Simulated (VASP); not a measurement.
## In: single point with PBE

The system is In.

```
In
1.0
    -1.89037    1.89037    1.89037
     1.89037   -1.89037    1.89037
     1.89037    1.89037   -1.89037
In
1
Direct
  0.00000 0.00000 0.00000
```

This cell differs from its parent crystal: volume scaled by 0.97.

| Item | Value |
| --- | --- |
| Program | VASP 6.6.1 |
| Task | single point |
| Functional | PBE |
| Potentials or basis | VASP PAW PBE potentials, release 64 (In_d) |
| Cutoff | 520 eV |
| k mesh | 16 × 16 × 16 |
| Occupations | gaussian, width 0.1 eV |
| Spin | no spin polarisation |
| Dipole correction | no |
| Further INCAR settings | ALGO = Fast; EDIFF = 1e-06; NBANDS = 12 |

The pressure is 1.1 GPa.

Levels at points of the mesh, in eV from the Fermi level:
```
           k point  band 4  band 5  band 6  band 7  band 8  band 9
(0.00, 0.00, 0.00)  -14.41  -14.41   -9.33   10.75   10.75   10.75
(0.50, 0.00, 0.00)  -14.41  -14.25   -3.93   -3.07    5.76    7.20
(0.50, 0.50, 0.50)  -14.29  -14.29    0.79    1.25    1.25    1.25
```

Wall time 43 s on 1 thread of Intel Xeon 8259CL, with other jobs on the host, peak memory 0.17 GiB.

Caveat: spin-orbit coupling is left out, which moves the levels of the heavy elements.
